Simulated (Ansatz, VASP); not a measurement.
# Two plane-wave programs on AlN

File INCAR:

```
PREC = Accurate
ENCUT = 520
EDIFF = 1E-7
ISMEAR = -1
SIGMA = 0.02
LREAL = False
LASPH = True
NELM = 100
ALGO = Normal
ISIF = 2
LWAVE = False
LCHARG = False
GGA = PE
NBANDS = 16
```

Contents of KPOINTS:

```
regular mesh
0
Gamma
  12 12 6
```

POSCAR

```
AlN
1.0
    3.1688276354      0.0000000000      0.0000000000
   -1.5844138177      2.7442852324      0.0000000000
    0.0000000000      0.0000000000      5.0781633830
Al N
2 2
Direct
    0.3333333333      0.6666666667     -0.0031000782
    0.6666666667      0.3333333333      0.4968999218
    0.3333333333      0.6666666667      0.3781000782
    0.6666666667      0.3333333333      0.8781000782
```

Input for Ansatz:

```yaml
crystal:
  lattice:
    - [3.1688276354, 0.0, 0.0]
    - [-1.5844138177, 2.7442852324, 0.0]
    - [0.0, 0.0, 5.078163383]
  atoms:
    - { symbol: Al, position: [0.3333333333, 0.6666666667, -0.0031000782] }
    - { symbol: Al, position: [0.6666666667, 0.3333333333, 0.4968999218] }
    - { symbol: "N", position: [0.3333333333, 0.6666666667, 0.3781000782] }
    - { symbol: "N", position: [0.6666666667, 0.3333333333, 0.8781000782] }
kpoints:
  mp_grid: { grid: [12, 12, 6] }
  band_path:
    path:
      - [0.0, 0.0, 0.0]
      - [0.5, 0.0, 0.0]
      - [0.3333333333, 0.3333333333, 0.0]
      - [0.0, 0.0, 0.5]
      - [0.5, 0.0, 0.5]
      - [0.3333333333, 0.3333333333, 0.5]
    npoints: 1
hamiltonian:
  xc: pbe
scf:
  occupations: { method: fermi_dirac, width: 0.02 }
  n_extra_bands: 5
output:
  forces: true
  stress: true
  eigenvalues: true
```

Change from the starting cell: hydrostatic strain +2.0%.

Alike in both runs: task single point; functional PBE; k mesh 12 × 12 × 6; occupations fermi-dirac, width 0.02 eV; no spin polarisation.

```csv
,VASP,Ansatz
version,VASP 6.6.1,Ansatz 0.2.0
potentials or method,"VASP PAW PBE potentials, release 64 (Al, N)","plane waves, PAW"
plane-wave cutoff (eV),520,420
valence electrons in the cell,16,16
```

|  | VASP | Ansatz | Ansatz less VASP |
| --- | --- | --- | --- |
| gap on the k mesh at the Fermi level (eV) | 3.73 | 3.73 | -0.008 |
| pressure (GPa) | -6.8 | -6.6 | +0.27 |
| traceless stress, the component that is largest in VASP (GPa) | 0.52 | 0.48 | -0.035 |
| rms of the force components (eV/Å) | 0.005 | 0.005 | +0.0003 |

Atom by atom the forces differ by 0.000 eV/Å (rms over components).
